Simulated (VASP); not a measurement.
# Co (P6_3/mmc) in VASP: notebook

Co is run at these levels: PBE; tasks: single point.

Everything below comes from runs of VASP 6.6.1. Logs are shortened: lines on timing, memory, paths and dates and some standing lists are left out, and cuts for length are marked.

### Step 1. The cell of the first run

The structure is hexagonal, space group P6_3/mmc (No. 194). Conventional cell: a = 2.494 Å, b = 2.494 Å, c = 4.028 Å, α = 90.00°, β = 90.00°, γ = 120.00°. Within 3.3 Å of Co (site symmetry -6m2) lie 12 Co at 2.48 to 2.49 Å.

### Step 2. Single point, PBE, collinear spin, ferromagnetic start

INCAR

```
SYSTEM = Co
ALGO = Normal
EDIFF = 1E-6
ENCUT = 520
GGA = PE
ISIF = 2
ISMEAR = 1
ISPIN = 2
LASPH = .TRUE.
LCHARG = .FALSE.
LMAXMIX = 4
LORBIT = 11
LREAL = .FALSE.
LWAVE = .FALSE.
MAGMOM = 1.69 1.69
NBANDS = 20
NELM = 150
PREC = Accurate
SIGMA = 0.01
```

KPOINTS

```
k-points
0
G
  14 14 8
  0 0 0
```

POSCAR

```
Co
1.0
    2.4935221926      0.0000000000      0.0000000000
   -1.2467610963      2.1594535637      0.0000000000
    0.0000000000      0.0000000000      4.0277844638
Co
2
Direct
    0.3333333333      0.6666666667      0.2500000000
    0.6666666667      0.3333333333      0.7500000000
```

Potentials or basis: VASP PAW PBE potentials, release 64 (Co).

Command:

```sh
$ cat potpaw_PBE.64/Co/POTCAR > POTCAR
$ mpirun -np 1 vasp_std > vasp.out
```

OUTCAR:

```text
SYSTEM = Co
   EDIFF = 1E-6
   ENCUT = 520
   GGA = PE
   ISIF = 2
   ISMEAR = 1
   ISPIN = 2
   LASPH = .TRUE.
   LORBIT = 11
   LREAL = .FALSE.
   NELM = 150
   PREC = Accurate

 ion  position               nearest neighbor table
   1  0.333  0.667  0.250-   2 2.48   2 2.48   2 2.48   2 2.48   2 2.48   2 2.48
   2  0.667  0.333  0.750-   1 2.48   1 2.48   1 2.48   1 2.48   1 2.48   1 2.48

  LATTYP: Found a hexagonal cell.
 ALAT       =     2.4935221926
 C/A-ratio  =     1.6152992244

  Lattice vectors:

 A1 = (   2.4935221926,   0.0000000000,   0.0000000000)
 A2 = (  -1.2467610963,   2.1594535637,   0.0000000000)
 A3 = (   0.0000000000,   0.0000000000,   4.0277844638)

Analysis of symmetry for initial positions (statically):
=====================================================================
 Subroutine PRICEL returns:
 Original cell was already a primitive cell.

 Routine SETGRP: Setting up the symmetry group for a
 hexagonal supercell.

 Subroutine GETGRP returns: Found 24 space group operations
 (whereof 12 operations were pure point group operations)
 out of a pool of 24 trial point group operations.

The static configuration has the point symmetry D_3d.
 The point group associated with its full space group is D_6h.

Analysis of symmetry for dynamics (positions and initial velocities):
=====================================================================
 Subroutine PRICEL returns:
 Original cell was already a primitive cell.

 Routine SETGRP: Setting up the symmetry group for a
 hexagonal supercell.

 Subroutine GETGRP returns: Found 24 space group operations
 (whereof 12 operations were pure point group operations)
 out of a pool of 24 trial point group operations.

The dynamic configuration has the point symmetry D_3d.
 The point group associated with its full space group is D_6h.

Analysis of structural, dynamic, and magnetic symmetry:
=====================================================================
 Subroutine PRICEL returns:
 Original cell was already a primitive cell.

 Routine SETGRP: Setting up the symmetry group for a
 hexagonal supercell.

 Subroutine GETGRP returns: Found 24 space group operations
 (whereof 12 operations were pure point group operations)
 out of a pool of 24 trial point group operations.

The overall configuration has the point symmetry D_3d.
 The point group associated with its full space group is D_6h.

 Subroutine INISYM returns: Found 24 space group operations
 (whereof 12 operations are pure point group operations),
 and found     1 'primitive' translations

----------------------------------------------------------------------------------------

                                     Primitive cell

  volume of cell :      21.6882

  direct lattice vectors                    reciprocal lattice vectors
     2.493522193  0.000000000  0.000000000     0.401039142  0.231540056  0.000000000
    -1.246761096  2.159453564  0.000000000     0.000000000  0.463080113  0.000000000
     0.000000000  0.000000000  4.027784464     0.000000000  0.000000000  0.248275450

  length of vectors
     2.493522193  2.493522193  4.027784464     0.463080113  0.463080113  0.248275450

  position of ions in fractional coordinates (direct lattice)
     0.333333333  0.666666667  0.250000000
     0.666666667  0.333333333  0.750000000

  ion indices of the primitive-cell ions
   primitive index   ion index
                 1           1
                 2           2

----------------------------------------------------------------------------------------

 KPOINTS: k-points

Automatic generation of k-mesh.
 Grid dimensions read from file:
 generate k-points for:   14   14    8

 Generating k-lattice:

  Cartesian coordinates                     Fractional coordinates (reciprocal lattice)
     0.028645653  0.016538575  0.000000000     0.071428571  0.000000000  0.000000000
     0.000000000  0.033077151  0.000000000     0.000000000  0.071428571  0.000000000
     0.000000000  0.000000000  0.031034431     0.000000000  0.000000000  0.125000000

  Length of vectors
     0.033077151  0.033077151  0.031034431

  Shift w.r.t. Gamma in fractional coordinates (k-lattice)
     0.000000000  0.000000000  0.000000000

 Subroutine IBZKPT returns following result:
 ===========================================

 Found    120 irreducible k-points:

 Following reciprocal coordinates:
            Coordinates               Weight
  0.000000  0.000000  0.000000      1.000000
  0.071429  0.000000  0.000000      6.000000
  0.142857  0.000000  0.000000      6.000000
  0.214286 -0.000000  0.000000      6.000000
  0.285714 -0.000000  0.000000      6.000000
  0.357143  0.000000  0.000000      6.000000
[... 16 lines left out ...]
  0.285714  0.285714  0.000000      6.000000
  0.357143  0.285714  0.000000      6.000000
 [... further k-points ...]
   k-points           NKPTS =    120   k-points in BZ     NKDIM =    120   number of bands    NBANDS=     20
   number of dos      NEDOS =    301   number of ions     NIONS =      2
   total plane-waves  NPLWV =  12000
   dimension x,y,z NGX =    20 NGY =   20 NGZ =   30
   dimension x,y,z NGXF=    40 NGYF=   40 NGZF=   60
   ions per type =               2
   NGX,Y,Z   is equivalent  to a cutoff of  13.33, 13.33, 12.38 a.u.
   NGXF,Y,Z  is equivalent  to a cutoff of  26.67, 26.67, 24.76 a.u.
 SYSTEM =  Co
   PREC   = accura    normal or accurate (medium, high low for compatibility)
   ISTART =      0    job   : 0-new  1-cont  2-samecut
   ICHARG =      2    charge: 1-file 2-atom 10-const
   ISPIN  =      2    spin polarized calculation?
   LNONCOLLINEAR =      F non collinear calculations
   LSORBIT =      F    spin-orbit coupling
   LASPH  =      T    aspherical Exc in radial PAW
   ENCUT  =  520.0 eV  38.22 Ry    6.18 a.u.   4.64  4.64  7.49*2*pi/ulx,y,z
   NELM   =    150;   NELMIN=  2; NELMDL= -5     # of ELM steps
   EDIFF  = 0.1E-05   stopping-criterion for ELM
   LREAL  =      F    real-space projection
   EDIFFG = 0.1E-04   stopping-criterion for IOM
   NSW    =      0    number of steps for IOM
   IBRION =     -1    ionic relax: 0-MD 1-quasi-New 2-CG
   NFREE  =      0    steps in history (QN), initial steepest desc. (CG)
   ISIF   =      2    stress and relaxation
   ISYM   =      2    0-nonsym 1-usesym 2-fastsym
   POTIM  = 0.5000    time-step for ionic-motion
   TEBEG  =    0.0;   TEEND  =   0.0 temperature during run
   PSTRESS=    0.0 pullay stress
   NELECT =      18.0000    total number of electrons
   NUPDOWN=      -1.0000    fix difference up-down
   EMIN   =  10.00;   EMAX   =-10.00  energy-range for DOS
   EFERMI =   0.00;   METHOD = LEGACY
   ISMEAR =     1;   SIGMA  =   0.01  broadening in eV -4-tet -1-fermi 0-gaus
   EFERMI_NEDOS =   21; number of points for ismear=-14 and -15
   IALGO  =     38    algorithm
   IMIX   =      4    mixing-type and parameters
     AMIX     =   0.40;   BMIX     =  1.00
     AMIX_MAG =   1.60;   BMIX_MAG =  1.00
  volume/ion in A,a.u.               =      10.84        73.18
  Fermi-wavevector in a.u.,A,eV,Ry     =   1.538478  2.907301 32.203818  2.366914
  Thomas-Fermi vector in A             =   2.644841
   LORBIT       =     11    0 simple, 1 ext, 2 COOP (PROOUT), +10 PAW based schemes
   GGA     = PE    functional components
   LHFCALC =     F    Hartree Fock is set to
   AEXX    =    0.0000 exact exchange contribution
   IVDW    =     0    specifies the selected vdW correction
   LEPSILON=     F    determine dielectric tensor
   LRPA    =     F    only Hartree local field effects (RPA)
 spin polarized calculation
 Methfessel and Paxton  Order N= 1 SIGMA  =   0.01
  energy-cutoff  :      520.00
  volume of cell :       21.69
 maximum number of plane-waves:       597
 NGX is ok and might be reduce to    20
   NGX =  9   NGY =  9   NGZ = 15

 number of electron      17.9999996 magnetization       3.1361218

 Free energy of the ion-electron system (eV)
  ---------------------------------------------------
  ext. energy  EPLUGINS =         0.00000000
  ---------------------------------------------------
  free energy    TOTEN  =       -14.06481296 eV

  energy without entropy =      -14.06480306  energy(sigma->0) =      -14.06480966

 E-fermi :  10.2633     XC(G=0): -13.4060

 val. band max:       10.2605053923   @ k =   0.2143   0.0714   0.2500
 cond. band min:      10.2641983188   @ k =   0.2143   0.1429   0.0000
 fundamental gap:      0.0036929264
 Fermi energy:        10.2633033581

 spin component 1

 k-point     1 :       0.0000    0.0000    0.0000
  band No.  band energies     occupation
      1       1.3592      1.00000
      2       5.1528      1.00000
      3       7.6833      1.00000
      4       7.6955      1.00000
      5       7.6955      1.00000
      6       8.0089      1.00000
[... 12 lines left out ...]
     19      36.1467      0.00000
     20      36.1467      0.00000
[... 507 lines left out ...]
 k-point    24 :       0.3571    0.2857    0.0000
  band No.  band energies     occupation
      1       5.9743      1.00000
      2       6.2899      1.00000
      3       6.3365      1.00000
      4       6.7027      1.00000
      5       7.3846      1.00000
      6       7.5011      1.00000
[... 12 lines left out ...]
     19      27.0908      0.00000
     20      42.8939      0.00000

 [... further k-points ...]

 spin component 2

 k-point     1 :       0.0000    0.0000    0.0000
  band No.  band energies     occupation
      1       1.3403      1.00000
      2       6.0664      1.00000
      3       9.2763      1.00000
      4       9.2913      1.00000
      5       9.2913      1.00000
      6       9.6579      1.00000
[... 12 lines left out ...]
     19      36.4199      0.00000
     20      36.4199      0.00000
[... 507 lines left out ...]
 k-point    24 :       0.3571    0.2857    0.0000
  band No.  band energies     occupation
      1       7.2535      1.00000
      2       7.2707      1.00000
      3       7.4447      1.00000
      4       7.6222      1.00000
      5       8.8592      1.00000
      6       8.9571      1.00000
[... 12 lines left out ...]
     19      27.4524      0.00000
     20      43.0539      0.00000

 [... further k-points ...]
[... 5 lines left out ...]
  --------------------------------------------------------------------------------------
  -------------------------------------------------------------------------------------
  Total       -0.1362219     -0.1362219     -0.1039039     -0.0000000      0.0000000      0.0000000
  in kB      -10.0631590    -10.0631590     -7.6757161     -0.0000000      0.0000000      0.0000000
  external PRESSURE =      -9.2673447 kB  Pullay stress =       0.0000000 kB

 VOLUME and BASIS-vectors are now :
 -----------------------------------------------------------------------------
  energy-cutoff  :      520.00
  volume of cell :       21.69
      direct lattice vectors                 reciprocal lattice vectors
     2.493522193  0.000000000  0.000000000     0.401039142  0.231540056  0.000000000
    -1.246761096  2.159453564  0.000000000     0.000000000  0.463080113  0.000000000
     0.000000000  0.000000000  4.027784464     0.000000000  0.000000000  0.248275450

 POSITION                                       TOTAL-FORCE (eV/Angst)
 -----------------------------------------------------------------------------------
     -0.00000      1.43964      1.00695         0.000000     -0.000000      0.000000
      1.24676      0.71982      3.02084        -0.000000      0.000000      0.000000
 -----------------------------------------------------------------------------------
    total drift:                               -0.000000      0.000000     -0.000000

  FREE ENERGIE OF THE ION-ELECTRON SYSTEM (eV)
  ---------------------------------------------------
  free  energy   TOTEN  =       -14.0648129638 eV

  energy  without entropy=      -14.0648030629  energy(sigma->0) =      -14.06480966

 total charge

# of ion       s       p       d       tot
------------------------------------------
    1        0.487   0.519   7.268   8.275
    2        0.487   0.519   7.268   8.275
--------------------------------------------------
tot          0.975   1.039  14.536  16.550

 magnetization (x)

# of ion       s       p       d       tot
------------------------------------------
    1       -0.016  -0.056   1.661   1.589
    2       -0.016  -0.056   1.661   1.589
--------------------------------------------------
tot         -0.032  -0.113   3.323   3.178
```

Wall time 57 s (1 thread of Intel Xeon 6975P-C (Granite Rapids), shared host); peak memory 0.19 GiB.

What came out:

```
Free energy                                           : -14.0648 eV
Pressure                                              : -0.9 GPa
Net moment                                            : 3.14 μB per cell
Site moments                                          : Co +1.59 μB
Valence electrons inside the program's atomic spheres : Co 8.28
```

Stress tensor (GPa, compression positive):
```
-1.01  0.00  0.00
 0.00 -1.01  0.00
 0.00  0.00 -0.77
```

### Step 3. Single point, PBE, collinear spin, ferromagnetic start

INCAR

```
ALGO = Normal
EDIFF = 1E-6
ENCUT = 520
GGA = PE
ISIF = 2
ISMEAR = 1
ISPIN = 2
LASPH = T
LCHARG = T
LELF = T
LMAXMIX = 4
LORBIT = 11
LREAL = F
LVHAR = T
LWAVE = F
MAGMOM = 1.69 1.69
NBANDS = 20
NELM = 150
PREC = Accurate
SIGMA = 0.03
```

KPOINTS

```
k-points
0
Gamma
  14 14 8
```

POSCAR is that of step 2.

Potentials or basis: VASP PAW PBE potentials, release 64 (Co).

Command:

```sh
$ cat potpaw_PBE.64/Co/POTCAR > POTCAR
$ mpirun -np 1 vasp_std > vasp.out
```

It took 44 s on 1 thread of Intel Xeon 6975P-C (Granite Rapids), shared host; peak memory 0.19 GiB.

It converged, with:

```
Free energy                                           : -14.0649 eV
Pressure                                              : -1.0 GPa
Net moment                                            : 3.15 μB per cell
Site moments                                          : Co +1.59 μB
Valence electrons inside the program's atomic spheres : Co 8.28
```

Stress tensor (GPa, compression positive):
```
-1.05  0.00  0.00
 0.00 -1.05  0.00
 0.00  0.00 -0.94
```

Levels at points of the mesh, in eV from the Fermi level:
Spin up:
```csv
k point,band 8,band 9,band 10,band 11,band 12,band 13
"(0.00, 0.00, 0.00)",-1.92,-1.92,-0.81,-0.81,-0.06,6.39
"(0.50, 0.00, 0.00)",-0.69,-0.59,-0.54,1.31,3.32,9.71
"(0.00, 0.00, 0.50)",-2.64,-1.13,-1.13,-1.13,-1.13,15.07
"(0.50, 0.00, 0.50)",-1.05,-0.59,-0.59,1.61,1.61,7.27
```
Spin down:
| k point | band 5 | band 6 | band 7 | band 8 | band 9 | band 10 |
| --- | --- | --- | --- | --- | --- | --- |
| (0.00, 0.00, 0.00) | -0.97 | -0.61 | -0.61 | -0.18 | -0.18 | -0.13 |
| (0.50, 0.00, 0.00) | -1.13 | -1.03 | -0.62 | 1.16 | 1.30 | 1.32 |
| (0.00, 0.00, 0.50) | -1.04 | -1.04 | -1.04 | -1.04 | 0.70 | 0.70 |
| (0.50, 0.00, 0.50) | -0.07 | -0.07 | 0.24 | 0.24 | 1.26 | 1.26 |

### Step 4. Single point, PBE, collinear spin, ferromagnetic start

INCAR

```
ALGO = Normal
EDIFF = 1E-6
ENCUT = 520
GGA = PE
ISIF = 2
ISMEAR = 1
ISPIN = 2
LASPH = T
LCHARG = F
LMAXMIX = 4
LORBIT = 11
LREAL = F
LWAVE = F
MAGMOM = 1.69 1.69
NBANDS = 20
NELM = 150
PREC = Accurate
SIGMA = 0.1
```

KPOINTS is that of step 3.

POSCAR is that of step 3.

Command:

```sh
$ cat potpaw_PBE.64/Co/POTCAR > POTCAR
$ mpirun -np 1 vasp_std > vasp.out
```

It took 43 s on 1 thread of Intel Xeon 6975P-C (Granite Rapids), shared host; peak memory 0.19 GiB.

Results (log left out):

* Free energy: -14.0654 eV
* Pressure: -1.1 GPa
* Net moment: 3.13 μB per cell
* Site moments: Co +1.59 μB
* Valence electrons inside the program's atomic spheres: Co 8.28

Levels at points of the mesh, in eV from the Fermi level:
Spin up:
```tsv
k point	band 8	band 9	band 10	band 11	band 12	band 13
(0.00, 0.00, 0.00)	-1.92	-1.92	-0.81	-0.81	-0.06	6.39
(0.50, 0.00, 0.00)	-0.69	-0.59	-0.54	1.31	3.32	9.71
(0.00, 0.00, 0.50)	-2.64	-1.13	-1.13	-1.13	-1.13	15.07
(0.50, 0.00, 0.50)	-1.05	-0.59	-0.59	1.61	1.61	7.27
```
Spin down:
| k point | band 3 | band 4 | band 5 | band 6 | band 7 | band 8 | band 9 | band 10 | band 11 | band 12 |
| --- | --- | --- | --- | --- | --- | --- | --- | --- | --- | --- |
| (0.00, 0.00, 0.00) | -0.99 | -0.98 | -0.98 | -0.61 | -0.61 | -0.19 | -0.19 | -0.14 | 1.03 | 1.03 |
| (0.50, 0.00, 0.00) | -3.25 | -1.87 | -1.13 | -1.04 | -0.63 | 1.15 | 1.29 | 1.32 | 2.52 | 4.27 |
| (0.00, 0.00, 0.50) | -1.54 | -1.54 | -1.04 | -1.04 | -1.04 | -1.04 | 0.69 | 0.69 | 0.69 | 0.69 |
| (0.50, 0.00, 0.50) | -2.38 | -2.38 | -0.08 | -0.08 | 0.23 | 0.23 | 1.25 | 1.25 | 2.19 | 2.19 |

### Step 5. Single point, PBE, collinear spin, ferromagnetic start

INCAR

```
SYSTEM = Co
  PREC = Accurate
  ENCUT = 520
  EDIFF = 1E-6
  ISMEAR = 1
  SIGMA = 0.2
  LREAL = .FALSE.
  LASPH = .TRUE.
  NELM = 150
  ALGO = Normal
  ISIF = 2
  LWAVE = .FALSE.
  LCHARG = .TRUE.
  ISPIN = 2
  MAGMOM = 1.69 1.69
  LORBIT = 11
  LMAXMIX = 4
  GGA = PE
  LELF = .TRUE.
  LVHAR = .TRUE.
  NBANDS = 20
```

KPOINTS

```
regular mesh
0
G
  14 14 8
  0 0 0
```

POSCAR is that of step 4.

Command:

```sh
$ cat potpaw_PBE.64/Co/POTCAR > POTCAR
$ mpirun -np 1 vasp_std > vasp.out
```

Run time: 44 s. Hardware: 1 thread of Intel Xeon 6975P-C (Granite Rapids), shared host; peak memory 0.19 GiB.

The run converged. Its results:

```
Free energy                                           : -14.0657 eV
Pressure                                              : -0.9 GPa
Net moment                                            : 3.15 μB per cell
Site moments                                          : Co +1.59 μB
Valence electrons inside the program's atomic spheres : Co 8.27
```

Stress tensor (GPa, compression positive):
```
-0.85  0.00  0.00
 0.00 -0.85  0.00
 0.00  0.00 -1.01
```

Levels at points of the mesh, in eV from the Fermi level:
Spin up:
```csv
k point,band 7,band 8,band 9,band 10,band 11,band 12,band 13,band 14
"(0.00, 0.00, 0.00)",-2.26,-1.92,-1.92,-0.82,-0.82,-0.06,6.38,21.97
"(0.50, 0.00, 0.00)",-2.16,-0.69,-0.59,-0.54,1.31,3.32,9.71,10.36
"(0.00, 0.00, 0.50)",-2.64,-2.64,-1.13,-1.13,-1.13,-1.13,15.06,15.06
"(0.50, 0.00, 0.50)",-1.05,-1.05,-0.60,-0.60,1.61,1.61,7.27,7.27
```
Spin down:
| k point | band 4 | band 5 | band 6 | band 7 | band 8 | band 9 | band 10 | band 11 |
| --- | --- | --- | --- | --- | --- | --- | --- | --- |
| (0.00, 0.00, 0.00) | -0.97 | -0.97 | -0.60 | -0.60 | -0.19 | -0.19 | -0.14 | 1.03 |
| (0.50, 0.00, 0.00) | -1.87 | -1.13 | -1.04 | -0.62 | 1.16 | 1.30 | 1.32 | 2.52 |
| (0.00, 0.00, 0.50) | -1.54 | -1.04 | -1.04 | -1.04 | -1.04 | 0.70 | 0.70 | 0.70 |
| (0.50, 0.00, 0.50) | -2.38 | -0.08 | -0.08 | 0.24 | 0.24 | 1.26 | 1.26 | 2.20 |

### Step 6. Overview

| smearing | gap on the mesh (eV) | pressure (GPa) | moment (μB) |
| --- | --- | --- | --- |
| methfessel-paxton 0.01 eV | none | -0.9 | 3.14 |
| methfessel-paxton 0.03 eV | none | -1.0 | 3.15 |
| methfessel-paxton 0.1 eV | none | -1.1 | 3.13 |
| methfessel-paxton 0.2 eV | none | -0.9 | 3.15 |

Alike in all rows: task single point; level PBE; potentials or basis VASP PAW PBE potentials, release 64 (Co); spin collinear, ferromagnetic start; cell as given; k mesh 14 × 14 × 8; cutoff (eV) 520.

Total energies depend on the potentials used, so only differences within one code and one set of settings carry meaning.
